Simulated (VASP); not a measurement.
# ZrB in VASP: further runs

The runs below take ZrB through single point, with PBE.

Program: VASP 6.6.1. These are calculated values, not measurements. Logs are shortened: lines on timing, memory, paths and dates and some standing lists are left out, and cuts for length are marked.

### Step 1. The cell of the first run

The structure is tetragonal, space group I4/mmm (No. 139). The conventional cell has a = 3.398 Å, b = 3.398 Å, c = 4.963 Å, α = 90.00°, β = 90.00°, γ = 90.00°. Zr (site symmetry 4/mmm) has 6 B at 2.40 to 2.48 Å within 3.2 Å. Within 3.2 Å of B (site symmetry 4/mmm) lie 6 Zr at 2.40 to 2.48 Å.

### Step 2. Single point, PBE (biaxial strain in the a-b plane: -2.0 %)

The input, INCAR:

```
  PREC = Accurate
  ENCUT = 520
  EDIFF = 1E-6
  ISMEAR = 0
  SIGMA = 0.1
  LREAL = False
  LASPH = True
  NELM = 60
  ALGO = Normal
  ISIF = 2
  LWAVE = False
  LCHARG = False
  GGA = PE
  NBANDS = 23
```

The input, KPOINTS:

```
Automatic mesh
0
Gamma
  12 12 10
```

The input, POSCAR:

```
ZrB
1.0
    2.4030095146      2.4030095146      0.0000000000
   -2.4030095146      2.4030095146      0.0000000000
    0.0000000000      0.0000000000      4.9629502628
Zr B
2 2
Direct
    0.0000000000      0.0000000000      0.0000000000
    0.5000000000      0.5000000000      0.5000000000
    0.5000000000      0.5000000000      0.0000000000
    0.0000000000      0.0000000000      0.5000000000
```

Potentials or basis: VASP PAW PBE potentials, release 64 (Zr_sv, B).

Command:

```console
$ cat potpaw_PBE.64/Zr_sv/POTCAR potpaw_PBE.64/B/POTCAR > POTCAR
$ mpirun -np 1 vasp_std > vasp.out
```

OUTCAR:

```text
PREC = Accurate
   ENCUT = 520
   EDIFF = 1E-6
   ISMEAR = 0
   LREAL = False
   LASPH = True
   NELM = 60
   ISIF = 2
   GGA = PE

 ion  position               nearest neighbor table
   1  0.000  0.000  0.000-   3 2.40   3 2.40   3 2.40   3 2.40   4 2.48   4 2.48   2 3.45   2 3.45
                             2 3.45   2 3.45   2 3.45   2 3.45   2 3.45   2 3.45
   2  0.500  0.500  0.500-   4 2.40   4 2.40   4 2.40   4 2.40   3 2.48   3 2.48   1 3.45   1 3.45
                             1 3.45   1 3.45   1 3.45   1 3.45   1 3.45   1 3.45
   3  0.500  0.500  0.000-   1 2.40   1 2.40   1 2.40   1 2.40   2 2.48   2 2.48
   4  0.000  0.000  0.500-   2 2.40   2 2.40   2 2.40   2 2.40   1 2.48   1 2.48

  LATTYP: Found a simple tetragonal cell.
 ALAT       =     3.3983686461
 C/A-ratio  =     1.4603919644

  Lattice vectors:

 A1 = (   2.4030095146,   2.4030095146,   0.0000000000)
 A2 = (  -2.4030095146,   2.4030095146,   0.0000000000)
 A3 = (   0.0000000000,   0.0000000000,   4.9629502628)

Analysis of symmetry for initial positions (statically):
=====================================================================
 Subroutine PRICEL returns following result:

  LATTYP: Found a body centered tetragonal cell.
 ALAT       =     3.3983686461
 C/A-ratio  =     1.4603919644

  Lattice vectors:

 A1 = (   2.4030095146,   0.0000000000,  -2.4814751314)
 A2 = (  -2.4030095146,   0.0000000000,  -2.4814751314)
 A3 = (   0.0000000000,   2.4030095146,   2.4814751314)

   2 primitive cells build up your supercell.

 Routine SETGRP: Setting up the symmetry group for a
 simple tetragonal supercell.

 Subroutine GETGRP returns: Found 16 space group operations
 (whereof 16 operations were pure point group operations)
 out of a pool of 16 trial point group operations.

The static configuration has the point symmetry D_4h.

Analysis of symmetry for dynamics (positions and initial velocities):
=====================================================================
 Subroutine PRICEL returns following result:

  LATTYP: Found a body centered tetragonal cell.
 ALAT       =     3.3983686461
 C/A-ratio  =     1.4603919644

  Lattice vectors:

 A1 = (   2.4030095146,   0.0000000000,  -2.4814751314)
 A2 = (  -2.4030095146,   0.0000000000,  -2.4814751314)
 A3 = (   0.0000000000,   2.4030095146,   2.4814751314)

   2 primitive cells build up your supercell.

 Routine SETGRP: Setting up the symmetry group for a
 simple tetragonal supercell.

 Subroutine GETGRP returns: Found 16 space group operations
 (whereof 16 operations were pure point group operations)
 out of a pool of 16 trial point group operations.

The dynamic configuration has the point symmetry D_4h.

 Subroutine INISYM returns: Found 16 space group operations
 (whereof 16 operations are pure point group operations),
 and found     2 'primitive' translations

----------------------------------------------------------------------------------------

                                     Primitive cell

  volume of cell :      28.6583

  direct lattice vectors                    reciprocal lattice vectors
     2.403009515  0.000000000 -2.481475131     0.208072418  0.208072418 -0.201493053
    -2.403009515  0.000000000 -2.481475131    -0.208072418  0.208072418 -0.201493053
     0.000000000  2.403009515  2.481475131     0.000000000  0.416144836  0.000000000

  length of vectors
     3.454297838  3.454297838  3.454297838     0.356633863  0.356633863  0.416144836

  position of ions in fractional coordinates (direct lattice)
     0.000000000  0.000000000  0.000000000
     0.500000000  0.500000000  0.000000000

  ion indices of the primitive-cell ions
   primitive index   ion index
                 1           1
                 2           4

----------------------------------------------------------------------------------------

 KPOINTS: Automatic mesh

Automatic generation of k-mesh.
 Grid dimensions read from file:
 generate k-points for:   12   12   10

 Generating k-lattice:

  Cartesian coordinates                     Fractional coordinates (reciprocal lattice)
     0.017339368  0.017339368  0.000000000     0.083333333  0.000000000  0.000000000
    -0.017339368  0.017339368  0.000000000     0.000000000  0.083333333  0.000000000
     0.000000000  0.000000000  0.020149305     0.000000000  0.000000000  0.100000000

  Length of vectors
     0.024521570  0.024521570  0.020149305

  Shift w.r.t. Gamma in fractional coordinates (k-lattice)
     0.000000000  0.000000000  0.000000000

 Subroutine IBZKPT returns following result:
 ===========================================

 Found    168 irreducible k-points:

 Following reciprocal coordinates:
            Coordinates               Weight
  0.000000  0.000000  0.000000      1.000000
  0.083333  0.000000  0.000000      4.000000
  0.166667  0.000000  0.000000      4.000000
  0.250000  0.000000  0.000000      4.000000
  0.333333  0.000000  0.000000      4.000000
  0.416667  0.000000  0.000000      4.000000
[... 16 lines left out ...]
  0.333333  0.333333  0.000000      4.000000
  0.416667  0.333333  0.000000      8.000000
 [... further k-points ...]
   k-points           NKPTS =    168   k-points in BZ     NKDIM =    168   number of bands    NBANDS=     23
   number of dos      NEDOS =    301   number of ions     NIONS =      4
   total plane-waves  NPLWV =  31360
   dimension x,y,z NGX =    28 NGY =   28 NGZ =   40
   dimension x,y,z NGXF=    56 NGYF=   56 NGZF=   80
   ions per type =               2   2
   NGX,Y,Z   is equivalent  to a cutoff of  13.70, 13.70, 13.40 a.u.
   NGXF,Y,Z  is equivalent  to a cutoff of  27.39, 27.39, 26.80 a.u.
 SYSTEM =  unknown system
   PREC   = accura    normal or accurate (medium, high low for compatibility)
   ISTART =      0    job   : 0-new  1-cont  2-samecut
   ICHARG =      2    charge: 1-file 2-atom 10-const
   ISPIN  =      1    spin polarized calculation?
   LNONCOLLINEAR =      F non collinear calculations
   LSORBIT =      F    spin-orbit coupling
   LASPH  =      T    aspherical Exc in radial PAW
   ENCUT  =  520.0 eV  38.22 Ry    6.18 a.u.   6.32  6.32  9.23*2*pi/ulx,y,z
   NELM   =     60;   NELMIN=  2; NELMDL= -5     # of ELM steps
   EDIFF  = 0.1E-05   stopping-criterion for ELM
   LREAL  =      F    real-space projection
   EDIFFG = 0.1E-04   stopping-criterion for IOM
   NSW    =      0    number of steps for IOM
   IBRION =     -1    ionic relax: 0-MD 1-quasi-New 2-CG
   NFREE  =      0    steps in history (QN), initial steepest desc. (CG)
   ISIF   =      2    stress and relaxation
   ISYM   =      2    0-nonsym 1-usesym 2-fastsym
   POTIM  = 0.5000    time-step for ionic-motion
   TEBEG  =    0.0;   TEEND  =   0.0 temperature during run
   PSTRESS=    0.0 pullay stress
   NELECT =      30.0000    total number of electrons
   NUPDOWN=      -1.0000    fix difference up-down
   EMIN   =  10.00;   EMAX   =-10.00  energy-range for DOS
   EFERMI =   0.00;   METHOD = LEGACY
   ISMEAR =     0;   SIGMA  =   0.10  broadening in eV -4-tet -1-fermi 0-gaus
   EFERMI_NEDOS =   21; number of points for ismear=-14 and -15
   IALGO  =     38    algorithm
   IMIX   =      4    mixing-type and parameters
     AMIX     =   0.40;   BMIX     =  1.00
     AMIX_MAG =   1.60;   BMIX_MAG =  1.00
  volume/ion in A,a.u.               =      14.33        96.70
  Fermi-wavevector in a.u.,A,eV,Ry     =   1.319335  2.493181 23.682896  1.740644
  Thomas-Fermi vector in A             =   2.449240
   LORBIT       =      0    0 simple, 1 ext, 2 COOP (PROOUT), +10 PAW based schemes
   GGA     = PE    functional components
   LHFCALC =     F    Hartree Fock is set to
   AEXX    =    0.0000 exact exchange contribution
   IVDW    =     0    specifies the selected vdW correction
   LEPSILON=     F    determine dielectric tensor
   LRPA    =     F    only Hartree local field effects (RPA)
 non-spin polarized calculation
 Gauss-broadening in eV      SIGMA  =   0.10
  energy-cutoff  :      520.00
  volume of cell :       57.32
 maximum number of plane-waves:      1564
 NGX is ok and might be reduce to    28
   NGX = 13   NGY = 13   NGZ = 19

 number of electron      30.0000001 magnetization

 Free energy of the ion-electron system (eV)
  ---------------------------------------------------
  ext. energy  EPLUGINS =         0.00000000
  ---------------------------------------------------
  free energy    TOTEN  =       -31.95166431 eV

  energy without entropy =      -31.94273031  energy(sigma->0) =      -31.94719731

 E-fermi :   7.7173     XC(G=0): -11.6035

 val. band max:        7.7157054247   @ k =   0.4167   0.3333   0.3000
 cond. band min:       7.7202981463   @ k =   0.3333   0.0833   0.1000
 fundamental gap:      0.0045927216
 Fermi energy:         7.7172772314

 k-point     1 :       0.0000    0.0000    0.0000
  band No.  band energies     occupation
      1     -39.6376      2.00000
      2     -39.5556      2.00000
      3     -17.9895      2.00000
      4     -17.6402      2.00000
      5     -17.6402      2.00000
      6     -17.4606      2.00000
[... 15 lines left out ...]
     22      11.2690      0.00000
     23      12.4011      0.00000

 k-point     2 :       0.0833    0.0000    0.0000
  band No.  band energies     occupation
      1     -39.6345      2.00000
      2     -39.5553      2.00000
      3     -17.9785      2.00000
      4     -17.6614      2.00000
      5     -17.6339      2.00000
      6     -17.4793      2.00000
[... 15 lines left out ...]
     22      12.6262      0.00000
     23      13.0467      0.00000

 k-point     3 :       0.1667    0.0000    0.0000
  band No.  band energies     occupation
      1     -39.6259      2.00000
      2     -39.5547      2.00000
      3     -17.9466      2.00000
      4     -17.7180      2.00000
      5     -17.6161      2.00000
      6     -17.5565      2.00000
[... 15 lines left out ...]
     22      13.3434      0.00000
     23      13.9334      0.00000

 k-point     4 :       0.2500    0.0000    0.0000
  band No.  band energies     occupation
      1     -39.6131      2.00000
      2     -39.5549      2.00000
      3     -17.8970      2.00000
      4     -17.7921      2.00000
      5     -17.6622      2.00000
      6     -17.5894      2.00000
[... 15 lines left out ...]
     22      13.1554      0.00000
     23      14.0427      0.00000

 k-point     5 :       0.3333    0.0000    0.0000
  band No.  band energies     occupation
      1     -39.5983      2.00000
      2     -39.5571      2.00000
      3     -17.8608      2.00000
      4     -17.8344      2.00000
      5     -17.7702      2.00000
      6     -17.5687      2.00000
[... 15 lines left out ...]
     22      13.7829      0.00000
     23      14.1628      0.00000

 k-point     6 :       0.4167    0.0000    0.0000
  band No.  band energies     occupation
      1     -39.5838      2.00000
      2     -39.5624      2.00000
      3     -17.9024      2.00000
      4     -17.8559      2.00000
      5     -17.7646      2.00000
      6     -17.6269      2.00000
[... 15 lines left out ...]
     22      14.1194      0.00000
     23      14.3051      0.00000

 k-point     7 :       0.5000    0.0000    0.0000
  band No.  band energies     occupation
      1     -39.5714      2.00000
      2     -39.5714      2.00000
      3     -17.9023      2.00000
      4     -17.9023      2.00000
      5     -17.6936      2.00000
      6     -17.6936      2.00000
[... 353 lines left out ...]
     22      13.9807      0.00000
     23      14.0334      0.00000

 k-point    21 :       0.4167    0.2500    0.0000
  band No.  band energies     occupation
      1     -39.5680      2.00000
      2     -39.5528      2.00000
      3     -17.9148      2.00000
      4     -17.8845      2.00000
      5     -17.7269      2.00000
      6     -17.6477      2.00000
[... 15 lines left out ...]
     22      14.0285      0.00000
     23      14.1964      0.00000

 k-point    22 :       0.5000    0.2500    0.0000
  band No.  band energies     occupation
      1     -39.5587      2.00000
      2     -39.5587      2.00000
      3     -17.9206      2.00000
      4     -17.9206      2.00000
      5     -17.6759      2.00000
      6     -17.6759      2.00000
[... 15 lines left out ...]
     22      13.9347      0.00000
     23      14.0800      0.00000

 k-point    23 :       0.3333    0.3333    0.0000
  band No.  band energies     occupation
      1     -39.5690      2.00000
      2     -39.5483      2.00000
      3     -17.9082      2.00000
      4     -17.8682      2.00000
      5     -17.7424      2.00000
      6     -17.6860      2.00000
[... 15 lines left out ...]
     22      14.0427      0.00000
     23      14.1197      0.00000

 k-point    24 :       0.4167    0.3333    0.0000
  band No.  band energies     occupation
      1     -39.5594      2.00000
      2     -39.5487      2.00000
      3     -17.9423      2.00000
      4     -17.9218      2.00000
      5     -17.7038      2.00000
      6     -17.6820      2.00000
[... 15 lines left out ...]
     22      13.8036      0.00000
     23      13.9286      0.00000

 [... further k-points ...]

------------------------ aborting loop because EDIFF is reached ----------------------------------------

  FORCE on cell =-STRESS in cart. coord.  units (eV):
  Direction    XX          YY          ZZ          XY          YZ          ZX
  --------------------------------------------------------------------------------------
  -------------------------------------------------------------------------------------
  Total        3.0863782      3.0863782     -0.5697922      0.0000000     -0.0000000     -0.0000000
  in kB       86.2737810     86.2737810    -15.9274472      0.0000000     -0.0000000     -0.0000000
  external PRESSURE =      52.2067050 kB  Pullay stress =       0.0000000 kB

 VOLUME and BASIS-vectors are now :
 -----------------------------------------------------------------------------
  energy-cutoff  :      520.00
  volume of cell :       57.32
      direct lattice vectors                 reciprocal lattice vectors
     2.403009515  2.403009515  0.000000000     0.208072418  0.208072418  0.000000000
    -2.403009515  2.403009515  0.000000000    -0.208072418  0.208072418  0.000000000
     0.000000000  0.000000000  4.962950263     0.000000000  0.000000000  0.201493053

 POSITION                                       TOTAL-FORCE (eV/Angst)
 -----------------------------------------------------------------------------------
      0.00000      0.00000      0.00000         0.000000     -0.000000      0.000000
      0.00000      2.40301      2.48148        -0.000000      0.000000     -0.000000
      0.00000      2.40301      0.00000         0.000000     -0.000000      0.000000
      0.00000      0.00000      2.48148         0.000000     -0.000000      0.000000
 -----------------------------------------------------------------------------------
    total drift:                               -0.000000      0.000000      0.000000

  FREE ENERGIE OF THE ION-ELECTRON SYSTEM (eV)
  ---------------------------------------------------
  free  energy   TOTEN  =       -31.9516643108 eV

  energy  without entropy=      -31.9427303064  energy(sigma->0) =      -31.94719731
```

Run time: 2.1 min. Hardware: 1 thread of AMD EPYC 9R45 (Zen 5), shared host; peak memory 0.28 GiB.

What came out:

* Free energy: -31.9517 eV
* Pressure: 5.2 GPa
* Band gap on the k mesh: zero (bands 15 and 16 overlap by 3.17 eV)

Stress tensor (GPa, compression positive):
```
 8.63  0.00  0.00
 0.00  8.63  0.00
 0.00  0.00 -1.59
```

Caveat: the cell differs from its parent crystal (biaxial strain in the a-b plane: -2.0 %); the cell stands under pressure.

### Step 3. Single point, PBE

This run uses another cell than the first one, of 14.74 Å³/atom.

The input, INCAR:

```
SYSTEM = ZrB
PREC = Accurate ; ENCUT = 520
EDIFF = 1E-7 ; ISMEAR = 0
SIGMA = 0.1 ; LREAL = .False.
LASPH = .True. ; NELM = 100
ALGO = Normal ; ISIF = 2
LWAVE = .False. ; LCHARG = .False.
GGA = PE ; NBANDS = 23
```

The input, KPOINTS:

```
regular mesh
0
Gamma
  12 12 10
  0 0 0
```

The input, POSCAR:

```
ZrB
1.0
    2.4520505251      2.4520505251      0.0000000000
   -2.4520505251      2.4520505251      0.0000000000
    0.0000000000      0.0000000000      4.9041010502
Zr B
2 2
Direct
    0.0000000000      0.0000000000      0.0000000000
    0.5000000000      0.5000000000      0.5000000000
    0.5000000000      0.5000000000      0.0000000000
    0.0000000000      0.0000000000      0.5000000000
```

Potentials or basis: VASP PAW PBE potentials, release 64 (Zr_sv, B).

Command:

```console
$ cat potpaw_PBE.64/Zr_sv/POTCAR potpaw_PBE.64/B/POTCAR > POTCAR
$ mpirun -np 1 vasp_std > vasp.out
```

Wall time 2.2 min (1 thread of AMD EPYC 9R45 (Zen 5), shared host); peak memory 0.29 GiB.

Results (log left out):

```yaml
Free_energy: -32.0160 eV
Pressure: 0.1 GPa
Band_gap_on_the_k_mesh: zero (bands 15 and 16 overlap by 3.20 eV)
```

Levels at points of the mesh, in eV from the Fermi level:
```tsv
k point	band 14	band 15	band 16	band 17	band 18	band 19
(0.00, 0.00, 0.00)	1.75	1.75	2.05	2.05	3.14	3.15
(0.50, 0.00, 0.00)	-0.88	-0.76	-0.76	3.57	3.57	5.14
(0.50, 0.50, 0.00)	-0.76	2.05	2.05	2.05	2.05	4.56
(0.00, 0.00, 0.50)	0.26	1.31	1.31	1.31	1.31	3.78
(0.50, 0.00, 0.50)	-1.15	-1.15	-1.15	4.82	4.82	4.82
(0.50, 0.50, 0.50)	-1.06	-0.88	-0.88	4.45	4.45	4.45
```

### Step 4. Single point, PBE (biaxial strain in the a-b plane: +2.0 %)

The input, INCAR:

```
SYSTEM = ZrB
PREC = Accurate
ENCUT = 520
EDIFF = 1E-7
ISMEAR = 0
SIGMA = 0.1
LREAL = .FALSE.
LASPH = .TRUE.
NELM = 100
ALGO = Normal
ISIF = 2
LWAVE = .FALSE.
LCHARG = .FALSE.
GGA = PE
NBANDS = 23
```

The input, KPOINTS:

```
Automatic mesh
0
G
  12 12 10
  0 0 0
```

The input, POSCAR:

```
ZrB
1.0
    2.5010915356      2.5010915356      0.0000000000
   -2.5010915356      2.5010915356      0.0000000000
    0.0000000000      0.0000000000      4.8452518376
Zr B
2 2
Direct
    0.0000000000      0.0000000000      0.0000000000
    0.5000000000      0.5000000000      0.5000000000
    0.5000000000      0.5000000000      0.0000000000
    0.0000000000      0.0000000000      0.5000000000
```

Command:

```console
$ cat potpaw_PBE.64/Zr_sv/POTCAR potpaw_PBE.64/B/POTCAR > POTCAR
$ mpirun -np 1 vasp_std > vasp.out
```

Wall time 2.2 min (1 thread of AMD EPYC 9R45 (Zen 5), shared host); peak memory 0.29 GiB.

Results (log left out):

```yaml
Free_energy: -31.9582 eV
Pressure: -3.8 GPa
Band_gap_on_the_k_mesh: zero (bands 15 and 16 overlap by 3.09 eV)
```

Stress tensor (GPa, compression positive):
```
-6.82  0.00  0.00
 0.00 -6.82  0.00
 0.00  0.00  2.30
```

Levels at points of the mesh, in eV from the Fermi level:
```csv
k point,band 12,band 13,band 14,band 15,band 16,band 17,band 18,band 19,band 20,band 21
"(0.00, 0.00, 0.00)",-0.61,1.64,1.64,1.85,1.85,1.92,2.92,3.17,3.33,3.33
"(0.50, 0.00, 0.00)",-2.29,-0.70,-0.70,-0.69,-0.69,3.39,3.39,4.89,4.89,5.58
"(0.50, 0.50, 0.00)",-0.93,-0.69,-0.69,2.02,2.02,2.11,2.11,4.39,4.39,5.41
"(0.00, 0.00, 0.50)",-1.45,0.35,0.35,1.08,1.08,1.08,1.08,3.61,3.61,5.78
"(0.50, 0.00, 0.50)",-3.71,-1.14,-1.14,-1.07,-1.07,4.58,4.58,4.77,4.77,5.91
"(0.50, 0.50, 0.50)",-1.17,-1.17,-1.17,-0.97,-0.97,4.61,4.61,4.61,4.61,5.42
```

Caveat: the cell differs from its parent crystal (biaxial strain in the a-b plane: +2.0 %); the cell stands under tension.

### Step 5. The runs side by side

```tsv
cell	gap on the mesh (eV)	pressure (GPa)
a = 3.398, b = 3.398, c = 4.963 Å, 4 atoms	none	5.2
a = 3.468, b = 3.468, c = 4.904 Å, 4 atoms	none	0.1
a = 3.537, b = 3.537, c = 4.845 Å, 4 atoms	none	-3.8
```

Alike in all rows: task single point; level PBE; potentials or basis VASP PAW PBE potentials, release 64 (Zr_sv, B); no spin polarisation; k mesh 12 × 12 × 10; cutoff (eV) 520; smearing gaussian 0.1 eV.

Caveats: the cell stands under pressure (at least some runs); the cell stands under tension (at least some runs).

Total energies depend on the potentials used, so only differences within one code and one set of settings carry meaning.
